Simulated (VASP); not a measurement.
**MoSeS: single point with LDA**

The system is MoSeS, a sheet with vacuum.

```
CELL_PARAMETERS angstrom
3.18131 0.00000 0.00000
-1.59066 2.75510 0.00000
0.00000 0.00000 30.20000
ATOMIC_POSITIONS crystal
S 0.66667 0.33333 0.23181
Mo 0.33333 0.66667 0.28210
Se 0.66667 0.33333 0.33807
```

```
Program             : VASP 6.6.1
Task                : single point
Functional          : LDA
Potentials or basis : VASP PAW LDA potentials, release 64 (S, Mo_sv, Se)
Cutoff              : 400 eV
k mesh              : 12 × 12 × 1
Occupations         : gaussian, width 0.03 eV
Spin                : no spin polarisation
```

```yaml
Largest_force: 0.078 eV/Å
Band_gap_on_the_k_mesh: 1.76 eV
```

Forces in eV/Å, atoms in the order of the input:
```
S    0.000  0.000 -0.021
Mo   0.000  0.000 -0.057
Se   0.000  0.000  0.078
```

Levels at points of the mesh, in eV from the valence-band top:
| k point | band 11 | band 12 | band 13 | band 14 | band 15 | band 16 |
| --- | --- | --- | --- | --- | --- | --- |
| (0.00, 0.00, 0.00) | -1.15 | -1.15 | -0.10 | 3.03 | 3.03 | 3.41 |
| (0.50, 0.00, 0.00) | -1.92 | -0.62 | -0.61 | 2.31 | 2.71 | 3.84 |

Wall time 2.8 min on 1 thread of Intel(R) Xeon(R) Platinum 8488C (Sapphire Rapids) (shared host), peak memory 0.29 GiB.
